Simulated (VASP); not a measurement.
P: relaxation of shape and atoms at fixed volume with PBEsol+D3(BJ)

Crystal: P.

```
CELL_PARAMETERS angstrom
2.29076 0.00000 0.00000
0.00000 2.29076 0.00000
0.00000 0.00000 2.29092
ATOMIC_POSITIONS crystal
P 0.00000 0.00000 0.00000
```

This isn't the form of P at room conditions, which is orthorhombic.

| Property | Result |
| --- | --- |
| Program | VASP 6.6.1 |
| Task | relaxation of shape and atoms at fixed volume |
| Functional | PBEsol |
| Dispersion | D3(BJ) |
| Potentials or basis | VASP PAW PBE potentials, release 64 (P) |
| Cutoff | 600 eV |
| k mesh | 18 × 18 × 18 |
| Occupations | gaussian, width 0.1 eV |
| Spin | no spin polarisation |
| Dipole correction | no |
| Further INCAR settings | ALGO = Normal; EDIFF = 1e-06; IBRION = 2; EDIFFG = -0.01; NSW = 50; ISIF = 4 |

The pressure after relaxing is 23.7 GPa and the band gap on the k mesh is zero (an odd number of electrons rules out a gap without spin polarisation). The dispersion energy per atom is -0.473 eV.

Final structure:
```
P
1.0
     2.29076    0.00000    0.00000
     0.00000    2.29076    0.00000
     0.00000    0.00000    2.29092
P
1
Direct
  0.00000 0.00000 0.00000
```

Levels at points of the mesh, in eV from the Fermi level:
| k point | band 1 | band 2 | band 3 | band 4 | band 5 | band 6 |
| --- | --- | --- | --- | --- | --- | --- |
| (0.00, 0.00, 0.00) | -18.55 | 6.21 | 6.21 | 6.21 | 6.63 | 6.63 |
| (0.50, 0.00, 0.00) | -13.14 | -10.41 | 9.67 | 9.95 | 9.95 | 15.28 |
| (0.50, 0.50, 0.00) | -7.14 | -6.19 | -6.19 | -0.32 | 13.49 | 18.34 |
| (0.00, 0.00, 0.50) | -13.14 | -10.41 | 9.67 | 9.95 | 9.95 | 15.29 |
| (0.50, 0.00, 0.50) | -7.15 | -6.19 | -6.19 | -0.32 | 13.50 | 18.34 |
| (0.50, 0.50, 0.50) | -2.29 | -2.29 | -2.29 | 0.94 | 4.02 | 4.02 |

Wall time 11 s on 1 thread of Intel(R) Xeon(R) 6975P-C (Granite Rapids), with other jobs on the host, peak memory 0.15 GiB.

Caveat: the relaxation stopped at its first step, so nothing moved; the PAW data sets were made with another functional, which shifts forces and pressure a little.
